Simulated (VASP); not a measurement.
# PrInBr4 (I4/mmm) in VASP: relaxation of cell and atoms with PBE

Aim: the relaxation of cell and atoms of PrInBr4 with PBE.

All numbers are computed with VASP 6.6.1; they aren't measurements. Logs are shortened: lines on timing, memory, paths and dates and some standing lists are left out, and cuts for length are marked.

## 1. The cell of the first run

It takes space group I4/mmm (No. 139, tetragonal). The conventional cell has a = 8.564 Å, b = 8.564 Å, c = 5.635 Å, α = 90.00°, β = 90.00°, γ = 90.00°. Within 3.7 Å of Pr (site symmetry 4/mmm) lie 2 In at 2.82 Å. Within 3.6 Å of In (site symmetry 4/mmm) lie 4 Br at 2.71 Å and 2 Pr at 2.82 Å. Within 3.6 Å of Br (site symmetry m2m) lie 1 In at 2.71 Å and 5 Br at 3.14 to 3.59 Å.

The cell was built from a structure type or drawn by symmetry, and may not be a known phase.

## 2. Relaxation of cell and atoms, PBE

INCAR reads:

```
SYSTEM = PrInBr4
  PREC = Accurate
  ENCUT = 500
  EDIFF = 1E-7
  ISMEAR = 0
  SIGMA = 0.15
  LREAL = .False.
  LASPH = .True.
  NELM = 200
  ALGO = Normal
  ISIF = 3
  LWAVE = .False.
  LCHARG = .False.
  GGA = PE
  IBRION = 2
  NSW = 36
  EDIFFG = -0.08
  GGA_COMPAT = .False.
  NELMIN = 4
  LMAXMIX = 6
```

KPOINTS reads:

```
Automatic mesh
0
Gamma
  3 3 3
  0 0 0
```

POSCAR reads:

```
PrInBr4
1.0
   -4.2821519000      4.2821519000      2.8176838400
    4.2821519000     -4.2821519000      2.8176838400
    4.2821519000      4.2821519000     -2.8176838400
Pr In Br
1 1 4
Direct
    0.5000000000      0.5000000000      0.0000000000
    0.0000000000      0.0000000000      0.0000000000
    0.0000000000      0.3168561300      0.3168561300
    0.0000000000      0.6831438700      0.6831438700
    0.3168561300      0.0000000000      0.3168561300
    0.6831438700      0.0000000000      0.6831438700
```

Potentials or basis: VASP PAW PBE potentials, release 64 (Pr_3, In_d, Br), 4f in core.

On the command line:

```bash
$ cat potpaw_PBE.64/Pr_3/POTCAR potpaw_PBE.64/In_d/POTCAR potpaw_PBE.64/Br/POTCAR > POTCAR
$ mpirun -np 1 vasp_std > vasp.out
```

OUTCAR:

```text
SYSTEM = PrInBr4
   PREC = Accurate
   ENCUT = 500
   EDIFF = 1E-7
   ISMEAR = 0
   LREAL = .False.
   LASPH = .True.
   NELM = 200
   ISIF = 3
   GGA = PE
   IBRION = 2
   NSW = 36
   EDIFFG = -0.08
   NELMIN = 4

 ion  position               nearest neighbor table
   1  0.500  0.500  0.000-   2 2.82   2 2.82
   2  0.000  0.000  0.000-   3 2.71   4 2.71   5 2.71   6 2.71   1 2.82   1 2.82
   3  0.000  0.317  0.317-   2 2.71
   4  0.000  0.683  0.683-   2 2.71
   5  0.317  0.000  0.317-   2 2.71
   6  0.683  0.000  0.683-   2 2.71

  LATTYP: Found a body centered tetragonal cell.
 ALAT       =     8.5643038000
 C/A-ratio  =     0.6580065130

  Lattice vectors:

 A1 = (  -4.2821519000,   4.2821519000,   2.8176838400)
 A2 = (   4.2821519000,  -4.2821519000,   2.8176838400)
 A3 = (   4.2821519000,   4.2821519000,  -2.8176838400)

Analysis of symmetry for initial positions (statically):
=====================================================================
 Subroutine PRICEL returns:
 Original cell was already a primitive cell.

 Routine SETGRP: Setting up the symmetry group for a
 body centered tetragonal supercell.

 Subroutine GETGRP returns: Found 16 space group operations
 (whereof 16 operations were pure point group operations)
 out of a pool of 16 trial point group operations.

The static configuration has the point symmetry D_4h.

Analysis of symmetry for dynamics (positions and initial velocities):
=====================================================================
 Subroutine PRICEL returns:
 Original cell was already a primitive cell.

 Routine SETGRP: Setting up the symmetry group for a
 body centered tetragonal supercell.

 Subroutine GETGRP returns: Found 16 space group operations
 (whereof 16 operations were pure point group operations)
 out of a pool of 16 trial point group operations.

The dynamic configuration has the point symmetry D_4h.

 Subroutine INISYM returns: Found 16 space group operations
 (whereof 16 operations are pure point group operations),
 and found     1 'primitive' translations

----------------------------------------------------------------------------------------

                                     Primitive cell

  volume of cell :     206.6695

  direct lattice vectors                    reciprocal lattice vectors
    -4.282151900  4.282151900  2.817683840     0.000000000  0.116763723  0.177450711
     4.282151900 -4.282151900  2.817683840     0.116763723  0.000000000  0.177450711
[... 66 lines left out ...]
   ISTART =      0    job   : 0-new  1-cont  2-samecut
   ICHARG =      2    charge: 1-file 2-atom 10-const
   ISPIN  =      1    spin polarized calculation?
   LNONCOLLINEAR =      F non collinear calculations
   LSORBIT =      F    spin-orbit coupling
   LASPH  =      T    aspherical Exc in radial PAW
   ENCUT  =  500.0 eV  36.75 Ry    6.06 a.u.  12.18 12.18 12.18*2*pi/ulx,y,z
   NELM   =    200;   NELMIN=  4; NELMDL= -5     # of ELM steps
   EDIFF  = 0.1E-06   stopping-criterion for ELM
   LREAL  =      F    real-space projection
   EDIFFG = -.8E-01   stopping-criterion for IOM
   NSW    =     36    number of steps for IOM
   IBRION =      2    ionic relax: 0-MD 1-quasi-New 2-CG
   NFREE  =      1    steps in history (QN), initial steepest desc. (CG)
   ISIF   =      3    stress and relaxation
   ISYM   =      2    0-nonsym 1-usesym 2-fastsym
   POTIM  = 0.5000    time-step for ionic-motion
   TEBEG  =    0.0;   TEEND  =   0.0 temperature during run
   PSTRESS=    0.0 pullay stress
   NELECT =      52.0000    total number of electrons
   NUPDOWN=      -1.0000    fix difference up-down
   EMIN   =  10.00;   EMAX   =-10.00  energy-range for DOS
   EFERMI =   0.00;   METHOD = LEGACY
   ISMEAR =     0;   SIGMA  =   0.15  broadening in eV -4-tet -1-fermi 0-gaus
   EFERMI_NEDOS =   21; number of points for ismear=-14 and -15
   IALGO  =     38    algorithm
   IMIX   =      4    mixing-type and parameters
     AMIX     =   0.40;   BMIX     =  1.00
     AMIX_MAG =   1.60;   BMIX_MAG =  1.00
  volume/ion in A,a.u.               =      34.44       232.45
  Fermi-wavevector in a.u.,A,eV,Ry     =   1.033516  1.953062 14.533132  1.068155
  Thomas-Fermi vector in A             =   2.167766
   LORBIT       =      0    0 simple, 1 ext, 2 COOP (PROOUT), +10 PAW based schemes
   GGA     = PE    functional components
   LHFCALC =     F    Hartree Fock is set to
   AEXX    =    0.0000 exact exchange contribution
   IVDW    =     0    specifies the selected vdW correction
   LEPSILON=     F    determine dielectric tensor
   LRPA    =     F    only Hartree local field effects (RPA)
 conjugate gradient relaxation of ions
 non-spin polarized calculation
 Gauss-broadening in eV      SIGMA  =   0.15
  energy-cutoff  :      500.00
  volume of cell :      206.67
 maximum number of plane-waves:      5268
 NGX is ok and might be reduce to    50
   NGX = 25   NGY = 25   NGZ = 25

--------------------------------------- Ionic step        1  -------------------------------------------

 number of electron      51.9999992 magnetization

 Free energy of the ion-electron system (eV)
  ---------------------------------------------------
  ext. energy  EPLUGINS =         0.00000000
  ---------------------------------------------------
  free energy    TOTEN  =       -15.96715759 eV

  energy without entropy =      -15.96699988  energy(sigma->0) =      -15.96707874

------------------------ aborting loop because EDIFF is reached ----------------------------------------

  FORCE on cell =-STRESS in cart. coord.  units (eV):
  Direction    XX          YY          ZZ          XY          YZ          ZX
  --------------------------------------------------------------------------------------
  -------------------------------------------------------------------------------------
  Total        0.3804211      0.3804211      9.3461068      0.0000000      0.0000000      0.0000000
  in kB        2.9491629      2.9491629     72.4544283      0.0000000      0.0000000      0.0000000
  external PRESSURE =      26.1175847 kB  Pullay stress =       0.0000000 kB
[... 307 lines left out ...]
--------------------------------------- Ionic step        9  -------------------------------------------

 number of electron      52.0000006 magnetization

 Free energy of the ion-electron system (eV)
  ---------------------------------------------------
  ext. energy  EPLUGINS =         0.00000000
  ---------------------------------------------------
  free energy    TOTEN  =       -16.46854089 eV

  energy without entropy =      -16.46829485  energy(sigma->0) =      -16.46841787

 E-fermi :   1.7009     XC(G=0):  -7.6325

 val. band max:        1.3763733477   @ k =  -0.3333   0.3333   0.0000
 cond. band min:       2.0577604758   @ k =   0.3333   0.0000   0.0000
 fundamental gap:      0.6813871282
 Fermi energy:         1.7009254026

 k-point     1 :       0.0000    0.0000    0.0000
  band No.  band energies     occupation
      1     -37.3080      2.00000
      2     -19.3005      2.00000
      3     -19.3005      2.00000
      4     -18.8378      2.00000
      5     -13.6562      2.00000
      6     -13.6304      2.00000
[... 226 lines left out ...]
  FREE ENERGIE OF THE ION-ELECTRON SYSTEM (eV)
  ---------------------------------------------------
  free  energy   TOTEN  =       -16.4685408894 eV

  energy  without entropy=      -16.4682948519  energy(sigma->0) =      -16.46841787

 reached required accuracy - stopping structural energy minimisation
```

Run time: 4.5 min. Hardware: 1 thread of Intel Xeon 6975P-C (Granite Rapids), shared host; peak memory 0.39 GiB.

Results:

- Free energy: -16.4685 eV
- Relaxed volume: 39.11 Å³/atom
- Relaxed cell: a = 6.920 Å, b = 6.920 Å, c = 6.920 Å, α = 101.07°, β = 101.07°, γ = 128.02°
- Space group after relaxing (to 0.1 Å): I4/mmm (No. 139)
- Energy gained by relaxing: 83.6 meV/atom
- Ionic steps: 9
- Pressure after relaxing: -0.1 GPa
- Largest force after relaxing: 0.074 eV/Å
- Band gap on the k mesh: 0.68 eV (least direct gap 0.83 eV)

Forces in eV/Å, atoms in the order of the input:
```
Pr   0.000  0.000  0.000
In   0.000  0.000  0.000
Br  -0.074  0.000  0.000
Br   0.074  0.000  0.000
Br   0.000 -0.074  0.000
Br   0.000  0.074  0.000
```

Step by step:
```csv
step,energy change (eV),largest force (eV/Å),pressure (GPa),volume (Å³)
1,0.0000,0.8250,2.61,206.67
2,-0.4472,0.3161,0.36,223.56
3,-0.4640,0.1631,-0.11,229.65
4,-0.4651,0.1935,-0.02,228.39
5,-0.4650,0.2043,0.01,227.95
6,-0.4738,0.1429,0.11,228.05
7,-0.4871,0.0416,0.45,228.32
8,-0.4932,0.0126,0.30,229.93
9,-0.5014,0.0736,-0.07,234.64
```

Final structure:
```
CELL_PARAMETERS angstrom
-4.39818 4.39818 3.03249
4.39818 -4.39818 3.03249
4.39818 4.39818 -3.03249
ATOMIC_POSITIONS crystal
Pr 0.50000 0.50000 0.00000
In 0.00000 0.00000 0.00000
Br 0.00000 0.30380 0.30380
Br 0.00000 0.69620 0.69620
Br 0.30380 0.00000 0.30380
Br 0.69620 0.00000 0.69620
```

Caveat: the k points lie up to 0.42 Å⁻¹ apart in the final cell; spin-orbit coupling is left out, which moves the levels of the heavy elements; an odd mesh through Γ misses points on the zone boundary, where band edges can lie; the 4f electrons are frozen in the core, so they carry no moment and show no levels; the relaxation stopped at a loose force limit of 0.08 eV/Å, so its end isn't a converged minimum.
